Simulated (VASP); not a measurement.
# Ag (Fm-3m) in VASP: a series of runs

Ag is run at these levels: PBEsol; tasks: single point.

Program: VASP 6.6.1. These are calculated values, not measurements. Logs are shortened: lines on timing, memory, paths and dates and some standing lists are left out, and cuts for length are marked.

## 1. The cell of the first run

It takes space group Fm-3m (No. 225, cubic). The conventional cell has a = 4.002 Å, b = 4.002 Å, c = 4.002 Å, α = 90.00°, β = 90.00°, γ = 90.00°. Ag (site symmetry m-3m) has 12 Ag at 2.83 Å within 3.7 Å.

## 2. Single point, PBEsol

Contents of INCAR:

```
PREC = Accurate ; ENCUT = 520
EDIFF = 1E-6 ; ISMEAR = 1
SIGMA = 0.15 ; LREAL = F
LASPH = T ; NELM = 80
ALGO = Normal ; ISIF = 2
LWAVE = F ; LCHARG = T
GGA = PS ; LELF = T
LVHAR = T ; NBANDS = 12
```

Contents of KPOINTS:

```
Automatic mesh
0
Gamma
  12 12 12
```

Contents of POSCAR:

```
Ag
1.0
    0.0000000000      2.0010495236      2.0010495236
    2.0010495236      0.0000000000      2.0010495236
    2.0010495236      2.0010495236      0.0000000000
Ag
1
Direct
    0.0000000000      0.0000000000      0.0000000000
```

Potentials or basis: VASP PAW PBE potentials, release 64 (Ag).

Command:

```sh
$ cat potpaw_PBE.64/Ag/POTCAR > POTCAR
$ mpirun -np 1 vasp_std > vasp.out
```

OUTCAR:

```text
PREC = Accurate
   ENCUT = 520
   EDIFF = 1E-6
   ISMEAR = 1
   LREAL = F
   LASPH = T
   NELM = 80
   ISIF = 2
   GGA = PS

 ion  position               nearest neighbor table
   1  0.000  0.000  0.000-

  LATTYP: Found a face centered cubic cell.
 ALAT       =     4.0020990472

  Lattice vectors:

 A1 = (   0.0000000000,   2.0010495236,   2.0010495236)
 A2 = (   2.0010495236,   0.0000000000,   2.0010495236)
 A3 = (   2.0010495236,   2.0010495236,   0.0000000000)

Analysis of symmetry for initial positions (statically):
=====================================================================
 Subroutine PRICEL returns:
 Original cell was already a primitive cell.

 Routine SETGRP: Setting up the symmetry group for a
 face centered cubic supercell.

 Subroutine GETGRP returns: Found 48 space group operations
 (whereof 48 operations were pure point group operations)
 out of a pool of 48 trial point group operations.

The static configuration has the point symmetry O_h .

Analysis of symmetry for dynamics (positions and initial velocities):
=====================================================================
 Subroutine PRICEL returns:
 Original cell was already a primitive cell.

 Routine SETGRP: Setting up the symmetry group for a
 face centered cubic supercell.

 Subroutine GETGRP returns: Found 48 space group operations
 (whereof 48 operations were pure point group operations)
 out of a pool of 48 trial point group operations.

The dynamic configuration has the point symmetry O_h .

 Subroutine INISYM returns: Found 48 space group operations
 (whereof 48 operations are pure point group operations),
 and found     1 'primitive' translations

----------------------------------------------------------------------------------------

                                     Primitive cell

  volume of cell :      16.0252

  direct lattice vectors                    reciprocal lattice vectors
     0.000000000  2.001049524  2.001049524    -0.249868878  0.249868878  0.249868878
     2.001049524  0.000000000  2.001049524     0.249868878 -0.249868878  0.249868878
     2.001049524  2.001049524  0.000000000     0.249868878  0.249868878 -0.249868878

  length of vectors
     2.829911375  2.829911375  2.829911375     0.432785593  0.432785593  0.432785593

  position of ions in fractional coordinates (direct lattice)
     0.000000000  0.000000000  0.000000000

  ion indices of the primitive-cell ions
   primitive index   ion index
                 1           1
[... 74 lines left out ...]
   EDIFFG = 0.1E-04   stopping-criterion for IOM
   NSW    =      0    number of steps for IOM
   IBRION =     -1    ionic relax: 0-MD 1-quasi-New 2-CG
   NFREE  =      0    steps in history (QN), initial steepest desc. (CG)
   ISIF   =      2    stress and relaxation
   ISYM   =      2    0-nonsym 1-usesym 2-fastsym
   POTIM  = 0.5000    time-step for ionic-motion
   TEBEG  =    0.0;   TEEND  =   0.0 temperature during run
   PSTRESS=    0.0 pullay stress
   NELECT =      11.0000    total number of electrons
   NUPDOWN=      -1.0000    fix difference up-down
   EMIN   =  10.00;   EMAX   =-10.00  energy-range for DOS
   EFERMI =   0.00;   METHOD = LEGACY
   ISMEAR =     1;   SIGMA  =   0.15  broadening in eV -4-tet -1-fermi 0-gaus
   EFERMI_NEDOS =   21; number of points for ismear=-14 and -15
   IALGO  =     38    algorithm
   IMIX   =      4    mixing-type and parameters
     AMIX     =   0.40;   BMIX     =  1.00
     AMIX_MAG =   1.60;   BMIX_MAG =  1.00
  volume/ion in A,a.u.               =      16.03       108.14
  Fermi-wavevector in a.u.,A,eV,Ry     =   1.444124  2.728999 28.374880  2.085495
  Thomas-Fermi vector in A             =   2.562455
   LORBIT       =      0    0 simple, 1 ext, 2 COOP (PROOUT), +10 PAW based schemes
   GGA     = PS    functional components
   LHFCALC =     F    Hartree Fock is set to
   AEXX    =    0.0000 exact exchange contribution
   IVDW    =     0    specifies the selected vdW correction
   LEPSILON=     F    determine dielectric tensor
   LRPA    =     F    only Hartree local field effects (RPA)
 non-spin polarized calculation
 Methfessel and Paxton  Order N= 1 SIGMA  =   0.15
  energy-cutoff  :      520.00
  volume of cell :       16.03
 maximum number of plane-waves:       448
 NGX is ok and might be reduce to    24
   NGX = 11   NGY = 11   NGZ = 11

 number of electron      11.0000002 magnetization

 Free energy of the ion-electron system (eV)
  ---------------------------------------------------
  ext. energy  EPLUGINS =         0.00000000
  ---------------------------------------------------
  free energy    TOTEN  =        -3.29404219 eV

  energy without entropy =       -3.29425348  energy(sigma->0) =       -3.29411262

 E-fermi :   9.0213     XC(G=0): -12.7866

 val. band max:        8.9760968053   @ k =   0.5000   0.0833   0.0000
 cond. band min:       9.0946486342   @ k =   0.4167   0.4167   0.0000
 fundamental gap:      0.1185518289
 Fermi energy:         9.0213018517

 k-point     1 :       0.0000    0.0000    0.0000
  band No.  band energies     occupation
      1       0.8218      2.00000
      2       4.1149      2.00000
      3       4.1149      2.00000
      4       4.1149      2.00000
      5       5.2832      2.00000
      6       5.2832      2.00000
      7      25.2283      0.00000
      8      29.1706      0.00000
      9      29.1706      0.00000
     10      29.1706      0.00000
     11      34.1534      0.00000
     12      35.7152      0.00000
[... 331 lines left out ...]
 k-point    24 :      -0.4167    0.1667    0.0000
  band No.  band energies     occupation
      1       2.8019      2.00000
      2       3.8124      2.00000
      3       4.4964      2.00000
      4       4.9762      2.00000
      5       6.0176      2.00000
      6      10.2827     -0.00000
      7      13.5158      0.00000
      8      22.2999      0.00000
      9      25.8578      0.00000
     10      26.0298      0.00000
     11      34.2696      0.00000
     12      34.5544      0.00000

 [... further k-points ...]
[... 5 lines left out ...]
  --------------------------------------------------------------------------------------
  -------------------------------------------------------------------------------------
  Total        0.4846338      0.4846338      0.4846338      0.0000000      0.0000000     -0.0000000
  in kB       48.4530114     48.4530114     48.4530114      0.0000000      0.0000000     -0.0000000
  external PRESSURE =      48.4530114 kB  Pullay stress =       0.0000000 kB

 VOLUME and BASIS-vectors are now :
 -----------------------------------------------------------------------------
  energy-cutoff  :      520.00
  volume of cell :       16.03
      direct lattice vectors                 reciprocal lattice vectors
     0.000000000  2.001049524  2.001049524    -0.249868878  0.249868878  0.249868878
     2.001049524  0.000000000  2.001049524     0.249868878 -0.249868878  0.249868878
     2.001049524  2.001049524  0.000000000     0.249868878  0.249868878 -0.249868878

 POSITION                                       TOTAL-FORCE (eV/Angst)
 -----------------------------------------------------------------------------------
      0.00000      0.00000      0.00000         0.000000      0.000000     -0.000000
 -----------------------------------------------------------------------------------
    total drift:                                0.000000      0.000000     -0.000000

  FREE ENERGIE OF THE ION-ELECTRON SYSTEM (eV)
  ---------------------------------------------------
  free  energy   TOTEN  =        -3.2940421859 eV

  energy  without entropy=       -3.2942534804  energy(sigma->0) =       -3.29411262
```

OSZICAR:

```text
N       E                     dE             d eps       ncg     rms          rms(c)
DAV:   1     0.509851247917E+02    0.50985E+02   -0.55175E+03  1760   0.833E+02
DAV:   2    -0.280870425388E+01   -0.53794E+02   -0.50414E+02  2056   0.196E+02
DAV:   3    -0.366460707789E+01   -0.85590E+00   -0.85515E+00  1996   0.255E+01
DAV:   4    -0.366707241697E+01   -0.24653E-02   -0.24653E-02  2024   0.145E+00
DAV:   5    -0.366708979812E+01   -0.17381E-04   -0.17382E-04  1996   0.108E-01    0.654E+00
DAV:   6    -0.331186300672E+01    0.35523E+00   -0.13501E+00  1880   0.104E+01    0.383E+00
DAV:   7    -0.329871596785E+01    0.13147E-01   -0.16041E-02  1984   0.116E+00    0.213E+00
DAV:   8    -0.329403517203E+01    0.46808E-02   -0.83397E-04  1948   0.221E-01    0.133E-01
DAV:   9    -0.329404015782E+01   -0.49858E-05   -0.83547E-06  2008   0.232E-02    0.182E-02
DAV:  10    -0.329404254383E+01   -0.23860E-05   -0.22204E-06  1992   0.119E-02    0.781E-03
DAV:  11    -0.329404218590E+01    0.35793E-06   -0.69669E-08  1048   0.211E-03
   1 F= -.32940422E+01 E0= -.32941126E+01  d E =0.211295E-03
```

stdout:

```text
POSCAR found type information on POSCAR Ag
 POSCAR found :  1 types and       1 ions
 scaLAPACK will be used
 -----------------------------------------------------------------------------
|                                                                             |
|                                                                             |
|     You enforced a specific xc type in the INCAR file but a different       |
|     I HOPE YOU KNOW WHAT YOU ARE DOING!                                     |
|                                                                             |
 -----------------------------------------------------------------------------

 LDA part: xc-table for (Slater+PW92), standard interpolation
 POSCAR, INCAR and KPOINTS ok, starting setup
 FFT: planning ... GRIDC
 FFT: planning ... GRID_SOFT
 FFT: planning ... GRID
 WAVECAR not read
 entering main loop
```

It took 13 s on 1 thread of AMD EPYC 7R13, shared host; peak memory 0.15 GiB.

Results:

```
Free energy : -3.2940 eV
Pressure    : 4.8 GPa
```

Levels at points of the mesh, in eV from the Fermi level:
| k point | band 3 | band 4 | band 5 | band 6 | band 7 | band 8 | band 9 | band 10 |
| --- | --- | --- | --- | --- | --- | --- | --- | --- |
| (0.00, 0.00, 0.00) | -4.91 | -4.91 | -3.74 | -3.74 | 16.21 | 20.15 | 20.15 | 20.15 |
| (0.50, 0.00, 0.00) | -4.93 | -2.85 | -2.85 | -0.53 | 4.04 | 15.45 | 18.55 | 18.55 |
| (0.50, 0.50, 0.00) | -2.88 | -2.62 | -2.62 | 1.58 | 7.32 | 11.02 | 11.02 | 18.03 |

Caveat: the PAW data sets were made with another functional, which shifts forces and pressure a little.

## 3. Single point, PBEsol

This run uses another cell than the first one, of 16.37 Å³/atom, 1.021 times its volume.

Contents of INCAR:

```
SYSTEM = Ag
ALGO = Normal
EDIFF = 1E-7
ENCUT = 520
GGA = PS
ISIF = 2
ISMEAR = 1
LASPH = .TRUE.
LCHARG = .FALSE.
LREAL = .FALSE.
LWAVE = .FALSE.
NBANDS = 12
NELM = 80
PREC = Accurate
SIGMA = 0.15
```

Contents of KPOINTS:

```
k-points
0
G
  12 12 12
  0 0 0
```

Contents of POSCAR:

```
Ag
1.0
    0.0000000000      2.0151418859      2.0151418859
    2.0151418859      0.0000000000      2.0151418859
    2.0151418859      2.0151418859      0.0000000000
Ag
1
Direct
    0.0000000000      0.0000000000      0.0000000000
```

Potentials or basis: VASP PAW PBE potentials, release 64 (Ag).

Command:

```sh
$ cat potpaw_PBE.64/Ag/POTCAR > POTCAR
$ mpirun -np 1 vasp_std > vasp.out
```

OUTCAR:

```text
SYSTEM = Ag
   EDIFF = 1E-7
   ENCUT = 520
   GGA = PS
   ISIF = 2
   ISMEAR = 1
   LASPH = .TRUE.
   LREAL = .FALSE.
   NELM = 80
   PREC = Accurate

 ion  position               nearest neighbor table
   1  0.000  0.000  0.000-

  LATTYP: Found a face centered cubic cell.
 ALAT       =     4.0302837718

  Lattice vectors:

 A1 = (   0.0000000000,   2.0151418859,   2.0151418859)
 A2 = (   2.0151418859,   0.0000000000,   2.0151418859)
 A3 = (   2.0151418859,   2.0151418859,   0.0000000000)

Analysis of symmetry for initial positions (statically):
=====================================================================
 Subroutine PRICEL returns:
 Original cell was already a primitive cell.

 Routine SETGRP: Setting up the symmetry group for a
 face centered cubic supercell.

 Subroutine GETGRP returns: Found 48 space group operations
 (whereof 48 operations were pure point group operations)
 out of a pool of 48 trial point group operations.

The static configuration has the point symmetry O_h .

Analysis of symmetry for dynamics (positions and initial velocities):
=====================================================================
 Subroutine PRICEL returns:
 Original cell was already a primitive cell.

 Routine SETGRP: Setting up the symmetry group for a
 face centered cubic supercell.

 Subroutine GETGRP returns: Found 48 space group operations
 (whereof 48 operations were pure point group operations)
 out of a pool of 48 trial point group operations.

The dynamic configuration has the point symmetry O_h .

 Subroutine INISYM returns: Found 48 space group operations
 (whereof 48 operations are pure point group operations),
 and found     1 'primitive' translations

----------------------------------------------------------------------------------------

[... 110 lines left out ...]
     AMIX_MAG =   1.60;   BMIX_MAG =  1.00
  volume/ion in A,a.u.               =      16.37       110.44
  Fermi-wavevector in a.u.,A,eV,Ry     =   1.434025  2.709915 27.979403  2.056428
  Thomas-Fermi vector in A             =   2.553479
   LORBIT       =      0    0 simple, 1 ext, 2 COOP (PROOUT), +10 PAW based schemes
   GGA     = PS    functional components
   LHFCALC =     F    Hartree Fock is set to
   AEXX    =    0.0000 exact exchange contribution
   IVDW    =     0    specifies the selected vdW correction
   LEPSILON=     F    determine dielectric tensor
   LRPA    =     F    only Hartree local field effects (RPA)
 non-spin polarized calculation
 Methfessel and Paxton  Order N= 1 SIGMA  =   0.15
  energy-cutoff  :      520.00
  volume of cell :       16.37
 maximum number of plane-waves:       459
 NGX is ok and might be reduce to    24
   NGX = 11   NGY = 11   NGZ = 11

 number of electron      11.0000002 magnetization

 Free energy of the ion-electron system (eV)
  ---------------------------------------------------
  ext. energy  EPLUGINS =         0.00000000
  ---------------------------------------------------
  free energy    TOTEN  =        -3.30148820 eV

  energy without entropy =       -3.30152631  energy(sigma->0) =       -3.30150090

 E-fermi :   8.7174     XC(G=0): -12.6585

 val. band max:        8.6959773114   @ k =   0.5000   0.0833   0.0000
 cond. band min:       8.8085508036   @ k =   0.4167   0.4167   0.0000
 fundamental gap:      0.1125734922
 Fermi energy:         8.7173781356

 k-point     1 :       0.0000    0.0000    0.0000
  band No.  band energies     occupation
      1       0.6746      2.00000
      2       3.8894      2.00000
      3       3.8894      2.00000
      4       3.8894      2.00000
      5       5.0153      2.00000
      6       5.0153      2.00000
      7      24.8808      0.00000
      8      28.6977      0.00000
      9      28.6977      0.00000
     10      28.6977      0.00000
     11      33.6227      0.00000
     12      35.0290      0.00000
[... 331 lines left out ...]
 k-point    24 :      -0.4167    0.1667    0.0000
  band No.  band energies     occupation
      1       2.6226      2.00000
      2       3.6011      2.00000
      3       4.2591      2.00000
      4       4.7308      2.00000
      5       5.7242      2.00000
      6       9.9630     -0.00000
      7      13.0916      0.00000
      8      21.8300      0.00000
      9      25.4109      0.00000
     10      25.4985      0.00000
     11      33.6968      0.00000
     12      33.9644      0.00000

 [... further k-points ...]
[... 5 lines left out ...]
  --------------------------------------------------------------------------------------
  -------------------------------------------------------------------------------------
  Total        0.2044435      0.2044435      0.2044435      0.0000000      0.0000000      0.0000000
  in kB       20.0141444     20.0141444     20.0141444      0.0000000      0.0000000      0.0000000
  external PRESSURE =      20.0141444 kB  Pullay stress =       0.0000000 kB

 VOLUME and BASIS-vectors are now :
 -----------------------------------------------------------------------------
  energy-cutoff  :      520.00
  volume of cell :       16.37
      direct lattice vectors                 reciprocal lattice vectors
     0.000000000  2.015141886  2.015141886    -0.248121486  0.248121486  0.248121486
     2.015141886  0.000000000  2.015141886     0.248121486 -0.248121486  0.248121486
     2.015141886  2.015141886  0.000000000     0.248121486  0.248121486 -0.248121486

 POSITION                                       TOTAL-FORCE (eV/Angst)
 -----------------------------------------------------------------------------------
      0.00000      0.00000      0.00000         0.000000      0.000000      0.000000
 -----------------------------------------------------------------------------------
    total drift:                               -0.000000      0.000000     -0.000000

  FREE ENERGIE OF THE ION-ELECTRON SYSTEM (eV)
  ---------------------------------------------------
  free  energy   TOTEN  =        -3.3014881974 eV

  energy  without entropy=       -3.3015263128  energy(sigma->0) =       -3.30150090
```

stdout:

```text
POSCAR found type information on POSCAR Ag
 POSCAR found :  1 types and       1 ions
 scaLAPACK will be used
 -----------------------------------------------------------------------------
|                                                                             |
|                                                                             |
|     You enforced a specific xc type in the INCAR file but a different       |
|     I HOPE YOU KNOW WHAT YOU ARE DOING!                                     |
|                                                                             |
 -----------------------------------------------------------------------------

 LDA part: xc-table for (Slater+PW92), standard interpolation
 POSCAR, INCAR and KPOINTS ok, starting setup
 FFT: planning ... GRIDC
 FFT: planning ... GRID_SOFT
 FFT: planning ... GRID
 WAVECAR not read
 entering main loop
```

Run time: 15 s. Hardware: 1 thread of AMD EPYC 7R13, shared host; peak memory 0.14 GiB.

What came out:

```
Free energy : -3.3015 eV
Pressure    : 2.0 GPa
```

Levels at points of the mesh, in eV from the Fermi level:
| k point | band 4 | band 5 | band 6 | band 7 | band 8 | band 9 |
| --- | --- | --- | --- | --- | --- | --- |
| (0.00, 0.00, 0.00) | -4.83 | -3.70 | -3.70 | 16.16 | 19.98 | 19.98 |
| (0.50, 0.00, 0.00) | -2.84 | -2.84 | -0.48 | 3.91 | 15.40 | 18.33 |
| (0.50, 0.50, 0.00) | -2.62 | -2.62 | 1.60 | 7.14 | 10.90 | 10.90 |

Caveat: the PAW data sets were made with another functional, which shifts forces and pressure a little.

## 4. Single point, PBEsol

This run uses another cell than the first one, of 16.71 Å³/atom, 1.043 times its volume.

Contents of INCAR:

```
  PREC = Accurate
  ENCUT = 520
  EDIFF = 1E-6
  ISMEAR = 1
  SIGMA = 0.15
  LREAL = False
  LASPH = True
  NELM = 100
  ALGO = Normal
  ISIF = 2
  LWAVE = False
  LCHARG = True
  GGA = PS
  LELF = True
  LVHAR = True
  NBANDS = 12
```

Contents of KPOINTS:

```
Automatic mesh
0
Gamma
  12 12 12
```

Contents of POSCAR:

```
Ag
1.0
    0.0000000000      2.0290398554      2.0290398554
    2.0290398554      0.0000000000      2.0290398554
    2.0290398554      2.0290398554      0.0000000000
Ag
1
Direct
    0.0000000000      0.0000000000      0.0000000000
```

Command:

```sh
$ cat potpaw_PBE.64/Ag/POTCAR > POTCAR
$ mpirun -np 1 vasp_std > vasp.out
```

Run time: 14 s. Hardware: 1 thread of AMD EPYC 7R13, shared host; peak memory 0.15 GiB.

The run converged. Its results:

| Quantity | Value |
| --- | --- |
| Free energy | -3.3033 eV |
| Pressure | -0.5 GPa |

Levels at points of the mesh, in eV from the Fermi level:
```tsv
k point	band 4	band 5	band 6	band 7	band 8	band 9
(0.00, 0.00, 0.00)	-4.75	-3.67	-3.67	16.12	19.81	19.81
(0.50, 0.00, 0.00)	-2.84	-2.84	-0.43	3.79	15.35	18.11
(0.50, 0.50, 0.00)	-2.62	-2.62	1.61	6.97	10.79	10.79
```

Caveat: the PAW data sets were made with another functional, which shifts forces and pressure a little.

[end of part 1 of 2]
